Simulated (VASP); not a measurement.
SiNi3:

```
CELL_PARAMETERS angstrom
3.50627 0.00000 0.00000
0.00000 3.50627 0.00000
0.00000 0.00000 3.50627
ATOMIC_POSITIONS crystal
Si 0.00000 0.00000 0.00000
Ni 0.00000 0.50000 0.50000
Ni 0.50000 0.00000 0.50000
Ni 0.50000 0.50000 0.00000
```

* Program: VASP 6.6.1
* Task: relaxation of cell and atoms
* Functional: PBE
* Dispersion: D3(BJ)
* Potentials or basis: VASP PAW PBE potentials, release 64 (Si, Ni)
* Cutoff: 600 eV
* k mesh: 12 × 12 × 12
* Occupations: gaussian, width 0.1 eV
* Spin: no spin polarisation

At the start: pressure -7.7 GPa; volume 10.78 Å³/atom.

Question: Where does the relaxation end?

Answer: Over 4 steps the energy falls by 9.3 meV/atom and the volume is 10.39 Å³/atom (-3.5 %); space group Pm-3m (No. 221, to 0.1 Å) before and after.

The path:
```csv
step,energy change (eV),largest force (eV/Å),pressure (GPa),volume (Å³)
1,0.0000,0.0000,-7.68,43.11
2,0.0132,0.0000,10.27,39.96
3,-0.0373,0.0000,-0.08,41.61
4,-0.0373,0.0000,0.00,41.58
```

Final structure:
```yaml
crystal:
  lattice:
    - [3.46440, 0.00000, 0.00000]
    - [0.00000, 3.46440, 0.00000]
    - [0.00000, 0.00000, 3.46440]
  atoms:
    - { symbol: Si, position: [0.00000, 0.00000, 0.00000] }
    - { symbol: Ni, position: [0.00000, 0.50000, 0.50000] }
    - { symbol: Ni, position: [0.50000, 0.00000, 0.50000] }
    - { symbol: Ni, position: [0.50000, 0.50000, 0.00000] }
```
